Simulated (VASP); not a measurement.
# ZnSe (F-43m) in VASP: G0W0 quasiparticle levels with PBE

Aim: the G0W0 quasiparticle levels of ZnSe with PBE.

Program: VASP 6.6.1. These are calculated values, not measurements. Logs are shortened: lines on timing, memory, paths and dates and some standing lists are left out, and cuts for length are marked.

## (1) The cell of the first run

Symmetry: F-43m, No. 216, cubic system. The conventional cell has a = 5.665 Å, b = 5.665 Å, c = 5.665 Å, α = 90.00°, β = 90.00°, γ = 90.00°. Zn (site symmetry -43m) has 4 Se at 2.45 Å within 3.2 Å. Within 3.2 Å of Se (site symmetry -43m) lie 4 Zn at 2.45 Å.

## (2) G0W0 quasiparticle levels, PBE

File POSCAR:

```
ZnSe
1.0
    0.0000000000      2.8324246760      2.8324246760
    2.8324246760      0.0000000000      2.8324246760
    2.8324246760      2.8324246760      0.0000000000
Zn Se
1 1
Direct
    0.0000000000      0.0000000000      0.0000000000
    0.2500000000      0.2500000000      0.2500000000
```

File INCAR.step1:

```
PREC = Accurate
ENCUT = 500
EDIFF = 1E-8
ISMEAR = 0
SIGMA = 0.01
LREAL = False
LASPH = True
NELM = 100
ALGO = Normal
LWAVE = True
LCHARG = False
GGA = PE
```

File INCAR.step2:

```
PREC = Accurate
ENCUT = 500
EDIFF = 1E-8
ISMEAR = 0
SIGMA = 0.01
LREAL = False
LASPH = True
NELM = 1
ALGO = Exact
LWAVE = True
LCHARG = False
GGA = PE
NBANDS = 144
LOPTICS = True
ISTART = 1
```

File INCAR.step3:

```
PREC = Accurate
ENCUT = 500
EDIFF = 1E-8
ISMEAR = 0
SIGMA = 0.01
LREAL = False
LASPH = True
ALGO = EVGW0
LWAVE = False
LCHARG = False
GGA = PE
NELMGW = 1
NBANDS = 144
ENCUTGW = 120.0
NOMEGA = 96
PRECFOCK = Fast
ISTART = 1
NBANDSGW = 17
OMEGAMAX = 30
```

File KPOINTS:

```
regular mesh
0
Gamma
  4 4 4
```

Potentials or basis: VASP PAW PBE potentials, release 64 (Zn_GW, Se_GW).

The run is started by

```
cat potpaw_PBE.64/Zn_GW/POTCAR potpaw_PBE.64/Se_GW/POTCAR > POTCAR
cp INCAR.step1 INCAR
mpirun -np 1 vasp_std > vasp.out
cp INCAR.step2 INCAR
mpirun -np 1 vasp_std > vasp.out
cp INCAR.step3 INCAR
mpirun -np 1 vasp_std > vasp.out
```

OUTCAR:

```text
PREC = Accurate
   ENCUT = 500
   EDIFF = 1E-8
   ISMEAR = 0
   LREAL = False
   LASPH = True
   GGA = PE
   NELMGW = 1
   ENCUTGW = 120.0
   PRECFOCK = Fast
   ISTART = 1

 ion  position               nearest neighbor table
   1  0.000  0.000  0.000-   2 2.45   2 2.45   2 2.45   2 2.45
   2  0.250  0.250  0.250-   1 2.45   1 2.45   1 2.45   1 2.45

  LATTYP: Found a face centered cubic cell.
 ALAT       =     5.6648493520

  Lattice vectors:

 A1 = (   0.0000000000,   2.8324246760,   2.8324246760)
 A2 = (   2.8324246760,   0.0000000000,   2.8324246760)
 A3 = (   2.8324246760,   2.8324246760,   0.0000000000)

Analysis of symmetry for initial positions (statically):
=====================================================================
 Subroutine PRICEL returns:
 Original cell was already a primitive cell.

 Routine SETGRP: Setting up the symmetry group for a
 face centered cubic supercell.

 Subroutine GETGRP returns: Found 24 space group operations
 (whereof 24 operations were pure point group operations)
 out of a pool of 48 trial point group operations.

The static configuration has the point symmetry T_d .

Analysis of symmetry for dynamics (positions and initial velocities):
=====================================================================
 Subroutine PRICEL returns:
 Original cell was already a primitive cell.

 Routine SETGRP: Setting up the symmetry group for a
 face centered cubic supercell.

 Subroutine GETGRP returns: Found 24 space group operations
 (whereof 24 operations were pure point group operations)
 out of a pool of 48 trial point group operations.

The dynamic configuration has the point symmetry T_d .

 Subroutine INISYM returns: Found 24 space group operations
 (whereof 24 operations are pure point group operations),
 and found     1 'primitive' translations

----------------------------------------------------------------------------------------

                                     Primitive cell

  volume of cell :      45.4470

  direct lattice vectors                    reciprocal lattice vectors
[... 44 lines left out ...]
  0.000000  0.000000  0.000000      1.000000
  0.250000  0.000000  0.000000      8.000000
  0.500000  0.000000  0.000000      4.000000
  0.250000  0.250000  0.000000      6.000000
  0.500000  0.250000  0.000000     24.000000
 -0.250000  0.250000  0.000000     12.000000
  0.500000  0.500000  0.000000      3.000000
 -0.250000  0.500000  0.250000      6.000000
   k-points           NKPTS =      8   k-points in BZ     NKDIM =     64   number of bands    NBANDS=    144
   number of dos      NEDOS =    301   number of ions     NIONS =      2
   total plane-waves  NPLWV =  27000
   dimension x,y,z NGX =    30 NGY =   30 NGZ =   30
   dimension x,y,z NGXF=    60 NGYF=   60 NGZF=   60
   ions per type =               1   1
   NGX,Y,Z   is equivalent  to a cutoff of  12.45, 12.45, 12.45 a.u.
   NGXF,Y,Z  is equivalent  to a cutoff of  24.90, 24.90, 24.90 a.u.
 SYSTEM =  unknown system
   PREC   = accura    normal or accurate (medium, high low for compatibility)
   ISTART =      1    job   : 0-new  1-cont  2-samecut
   ICHARG =      0    charge: 1-file 2-atom 10-const
   ISPIN  =      1    spin polarized calculation?
   LNONCOLLINEAR =      F non collinear calculations
   LSORBIT =      F    spin-orbit coupling
   LASPH  =      T    aspherical Exc in radial PAW
   ENCUT  =  500.0 eV  36.75 Ry    6.06 a.u.   7.30  7.30  7.30*2*pi/ulx,y,z
   NELM   =     60;   NELMIN=  2; NELMDL=  0     # of ELM steps
   EDIFF  = 0.1E-07   stopping-criterion for ELM
   LREAL  =      F    real-space projection
   EDIFFG = 0.1E-06   stopping-criterion for IOM
   NSW    =      0    number of steps for IOM
   IBRION =     -1    ionic relax: 0-MD 1-quasi-New 2-CG
   NFREE  =      0    steps in history (QN), initial steepest desc. (CG)
   ISIF   =      0    stress and relaxation
   ISYM   =      3    0-nonsym 1-usesym 2-fastsym
   POTIM  = 0.5000    time-step for ionic-motion
   TEBEG  =    0.0;   TEEND  =   0.0 temperature during run
   PSTRESS=    0.0 pullay stress
   NELECT =      18.0000    total number of electrons
   NUPDOWN=      -1.0000    fix difference up-down
   EMIN   =  10.00;   EMAX   =-10.00  energy-range for DOS
   EFERMI =   0.00;   METHOD = LEGACY
   ISMEAR =     0;   SIGMA  =   0.01  broadening in eV -4-tet -1-fermi 0-gaus
   EFERMI_NEDOS =   21; number of points for ismear=-14 and -15
   IALGO  =     38    algorithm
   IMIX   =      4    mixing-type and parameters
     AMIX     =   0.40;   BMIX     =  1.00
     AMIX_MAG =   1.60;   BMIX_MAG =  1.00
  volume/ion in A,a.u.               =      22.72       153.35
  Fermi-wavevector in a.u.,A,eV,Ry     =   1.202257  2.271936 19.666157  1.445422
  Thomas-Fermi vector in A             =   2.338043
   LORBIT       =      0    0 simple, 1 ext, 2 COOP (PROOUT), +10 PAW based schemes
   GGA     = PE    functional components
   LHFCALC =     T    Hartree Fock is set to
   PRECFOCK=fast      Normal, Fast or Accurate (Low or Medium for compatibility)
   ENCUT4O =  -1.0   cutoff for four orbital integrals eV
   NKREDX  =     1    reduce k-point grid by
   NKREDY  =     1    reduce k-point grid by
   NKREDZ  =     1    reduce k-point grid by
   AEXX    =    1.0000 exact exchange contribution
   HFSCREEN=    0.0000 screening length (either q_TF or 0.3 A-1)
   HFSCREENC=   0.0000 screening length for correlation (either q_TF or 0.3 A-1)
   ENCUTFOCK=  -1.0 apply spherical cutoff to Coloumb kernel
   IVDW    =     0    specifies the selected vdW correction
   LEPSILON=     F    determine dielectric tensor
   LRPA    =     F    only Hartree local field effects (RPA)
   LRPAFORCE           =     F    calculate RPA forces
   ENCUTGW             = 120.0    cutoff for response function in eV
   ENCUTGWSOFT         =  96.0    soft cutoff for Coulomb kernel in GW response function in eV
   ENCUTLF             =  -1.0    cutoff for local field effects
   NELMGW              =     1    number of iterations in solving QP/BSE equation
   NELMHF              =     1    number of iterations in the inner HF iteration
   NKREDLFX            =     1    NKREDLFY  =   1   NKREDLFZ  =   1
 non-spin polarized calculation
 Gauss-broadening in eV      SIGMA  =   0.01
  energy-cutoff  :      500.00
  volume of cell :       45.45
 maximum number of plane-waves:      1174
 NGX is ok and might be reduce to    30
  NGX = 18; NGY = 18; NGZ = 18
   NGX = 15   NGY = 15   NGZ = 15
 maximum number of plane-waves:       144
 NGX is ok and might be reduce to    18

 QP shifts <psi_nk| G(iteration)W_0 |psi_nk>: iteration 1
 for sc-GW calculations column KS-energies equals QP-energies in previous step
 and V_xc(KS)=  KS-energies - (<T + V_ion + V_H > + <T+V_H+V_ion>^1  + <V_x>^1)

 k-point   1 :       0.0000    0.0000    0.0000
  band No.  KS-energies  QP-energies   sigma(KS)   V_xc(KS)     V^pw_x(r,r')   Z            occupation Imag(sigma)

      1     -10.5740     -11.0636     -13.0646     -12.3143     -19.8487       0.6524       2.0000       1.1242
      2      -3.8875      -5.5743     -22.2017     -19.6823     -30.8557       0.6695       2.0000       0.2250
      3      -3.8875      -5.5743     -22.2017     -19.6823     -30.8557       0.6695       2.0000       0.2250
      4      -3.8875      -5.5743     -22.2017     -19.6823     -30.8557       0.6695       2.0000       0.2250
      5      -3.5191      -5.3012     -23.1402     -20.4961     -32.0550       0.6740       2.0000       0.2025
      6      -3.5191      -5.3012     -23.1402     -20.4961     -32.0550       0.6740       2.0000       0.2025
[... 143 lines left out ...]
      3      -3.6809      -5.4247     -22.8161     -20.2283     -31.6814       0.6739       2.0000       0.2194
      4      -3.5514      -5.2890     -22.6764     -20.0963     -31.4021       0.6735       2.0000       0.2089
      5      -3.5486      -5.3246     -23.1180     -20.4860     -32.0669       0.6747       2.0000       0.2111
      6      -3.2166      -4.9687     -23.1454     -20.5676     -31.9887       0.6797       2.0000       0.2157
[... 9 lines left out ...]
     16      16.7621      16.8086      -9.1415      -9.2031      -3.4335       0.7545       0.0000      -0.5900
     17      17.3046      17.6385      -9.8523     -10.2974      -3.9197       0.7503       0.0000      -0.6032
```

Run time: 8.9 min. Hardware: 1 thread of Intel Xeon 8259CL, shared host; peak memory 0.42 GiB.

Results:

```
Quasiparticle gap                                   : 2.41 eV
Least direct quasiparticle gap                      : 2.41 eV
Band gap of the starting levels on the mesh         : 1.27 eV
Least direct gap of the starting levels on the mesh : 1.27 eV
```

Caveat: the k points lie up to 0.48 Å⁻¹ apart; bands, screening cutoff and mesh are small and nothing is extrapolated, so the quasiparticle values aren't converged.
